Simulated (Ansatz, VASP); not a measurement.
# InP: VASP beside Ansatz

```
In P
1.0
     3.97590    0.00000    0.00000
    -1.98795    3.44323    0.00000
     0.00000    0.00000    8.70735
In P
3 3
Direct
  0.00000 0.50000 0.16667
  0.50000 0.50000 0.83333
  0.50000 0.00000 0.50000
  0.50000 0.50000 0.33333
  0.50000 0.00000 0.00000
  0.00000 0.50000 0.66667
```

Alike in both runs: task single point; functional PBE; k mesh 6 × 6 × 2; occupations gaussian, width 0.1 eV; no spin polarisation.

|  | VASP | Ansatz |
| --- | --- | --- |
| version | VASP 6.6.1 | Ansatz 0.2.0 |
| potentials or method | VASP PAW PBE potentials, release 64 (In_d, P), cutoff 520 eV | scalar-relativistic, plane waves, PAW |
| valence electrons in the cell | 54 | 54 |

```csv
,VASP,Ansatz,Ansatz less VASP
gap on the k mesh at the Fermi level (eV),0.62,0.63,+0.003
least direct gap on the mesh (eV),0.62,0.63,+0.003
pressure (GPa),17.2,17.3,+0.15
"traceless stress, the component that is largest in VASP (GPa)",2.06,2.07,+0.010
```

The functional is the same, so the differences come from potentials, cutoffs and numerics.
